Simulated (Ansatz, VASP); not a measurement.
# Two plane-wave programs on InSe

```xyz
4
Lattice="2.0000 1.1547 8.4400 -2.0000 1.1547 8.4400 0.0000 -2.3094 8.4400" Properties=species:S:1:pos:R:3 pbc="T T T"
In    0.0000    0.0000    0.0000
In    0.0000    0.0000    2.8206
Se    0.0000    0.0000   15.6098
Se    0.0000    0.0000   20.9675
```

Alike in both runs: task single point; functional LDA; k mesh 6 × 6 × 6; no spin polarisation.

|  | VASP | Ansatz |
| --- | --- | --- |
| version | VASP 6.6.1 | Ansatz 0.2.0 |
| potentials or method | VASP PAW LDA potentials, release 64 (In_d, Se), cutoff 520 eV | plane waves, PAW |
| occupations | gaussian, width 0.01 eV | fixed |
| valence electrons in the cell | 38 | 58 |

|  | VASP | Ansatz | Ansatz less VASP |
| --- | --- | --- | --- |
| gap on the k mesh at the Fermi level (eV) | 0.23 | 0.22 | -0.012 |

LDA's correlation is that of Perdew and Zunger in VASP and of Perdew and Wang (1992) in Ansatz. VASP's potentials hold 38 valence electrons a cell and Ansatz's 58, so a difference there can come from the potentials and not from the codes.
